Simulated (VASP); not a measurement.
Input of a VASP 6.6.1 run:

File INCAR:

```
AGGAC = 1.0
AGGAX = 1.0
ALDAC = 0.0
ALDAX = 1.0
ALGO = Normal
EDIFF = 1E-7
EDIFFG = -0.005
ENCUT = 600
GGA = B5
IBRION = 2
ISIF = 3
ISMEAR = -1
IVDW = 12
LASPH = T
LCHARG = F
LREAL = F
LWAVE = F
NELM = 60
NSW = 80
PREC = Accurate
SIGMA = 0.05
VDW_A1 = 0.4298
VDW_A2 = 4.2359
VDW_S6 = 1.0
VDW_S8 = 2.6996
```

File KPOINTS:

```
k-points
0
Gamma
  8 8 8
```

POSCAR

```
Si
1.0
    0.0000000000      2.7218511865      2.7218511865
    2.7218511865      0.0000000000      2.7218511865
    2.7218511865      2.7218511865      0.0000000000
Si
2
Direct
    0.5000000000      0.5000000000      0.5000000000
    0.7500000000      0.7500000000      0.7500000000
```

Potentials or basis: VASP PAW PBE potentials, release 64 (Si).

Command:

```sh
$ cat potpaw_PBE.64/Si/POTCAR > POTCAR
$ mpirun -np 1 vasp_std > vasp.out
```

Question: What does it give for the space group after relaxing (to 0.05 Å)?

Answer: Fd-3m (No. 227).

Question: Estimate the band gap on the k mesh.

Answer: 0.83 eV, indirect (least direct gap 2.71 eV).

Question: Estimate the dispersion energy per atom.

Answer: -0.703 eV.

Final structure:
```
CELL_PARAMETERS angstrom
0.00000 2.70855 2.70855
2.70855 0.00000 2.70855
2.70855 2.70855 0.00000
ATOMIC_POSITIONS crystal
Si 0.50000 0.50000 0.50000
Si 0.75000 0.75000 0.75000
```

 A k mesh can miss the band edges.
